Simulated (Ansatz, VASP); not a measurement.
# One calculation of MgO, two programs

```
Mg O
1.0
     3.21805    0.00000    0.00000
    -1.60902    2.78691    0.00000
     0.00000    0.00000    4.92244
Mg O
2 2
Direct
  0.33333 0.66667 0.02223
  0.66667 0.33333 0.52223
  0.33333 0.66667 0.38237
  0.66667 0.33333 0.88237
```

Alike in both runs: task single point; functional PBE; k mesh 9 × 9 × 6; occupations gaussian, width 0.02 eV; no spin polarisation.

|  | VASP | Ansatz |
| --- | --- | --- |
| version | VASP 6.6.1 | Ansatz 0.2.0 |
| potentials or method | VASP PAW PBE potentials, release 64 (Mg, O), cutoff 520 eV | scalar-relativistic, plane waves, PAW |
| valence electrons in the cell | 16 | 32 |

```csv
,VASP,Ansatz,Ansatz less VASP
gap on the k mesh at the Fermi level (eV),4.11,4.12,+0.009
least direct gap on the mesh (eV),4.11,4.12,+0.009
pressure (GPa),18.0,18.1,+0.12
"traceless stress, the component that is largest in VASP (GPa)",22.79,22.26,-0.523
rms of the force components (eV/Å),1.565,1.534,-0.0316
```

Atom by atom the forces differ by 0.032 eV/Å (rms over components). VASP's potentials hold 16 valence electrons a cell and Ansatz's 32, so a difference there can come from the potentials and not from the codes.
